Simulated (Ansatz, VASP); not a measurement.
## SiO2 in VASP and in Ansatz

```
Si O
1.0
    -2.40529    2.40529    3.79327
     2.40529   -2.40529    3.79327
     2.40529    2.40529   -3.79327
Si O
2 4
Direct
  0.00000 0.00000 0.00000
  0.75000 0.25000 0.50000
  0.99838 0.62500 0.87338
  0.37500 0.24838 0.37338
  0.75162 0.12500 0.12662
  0.87500 0.00162 0.62662
```

Change from the starting cell: volume scaled by 1.04.

Alike in both runs: task single point; functional PBEsol; k mesh 7 × 7 × 7; occupations fermi-dirac, width 0.03 eV; no spin polarisation.

```csv
,VASP,Ansatz
version,VASP 6.6.1,Ansatz 0.2.0
potentials or method,"VASP PAW PBE potentials, release 64 (Si, O), cutoff 520 eV","all-electron LAPW, scalar-relativistic"
```

```tsv
	VASP	Ansatz	Ansatz less VASP
gap on the k mesh at the Fermi level (eV)	5.70	5.72	+0.013
pressure (GPa)	-4.6	-5.2	-0.53
traceless stress, the component that is largest in VASP (GPa)	-1.42	-1.49	-0.071
rms of the force components (eV/Å)	0.213	0.228	+0.0148
```

VASP's potentials were made for PBE, not for PBEsol. Atom by atom the forces differ by 0.015 eV/Å (rms over components). Ansatz ran all-electron here, and VASP with PAW potentials.
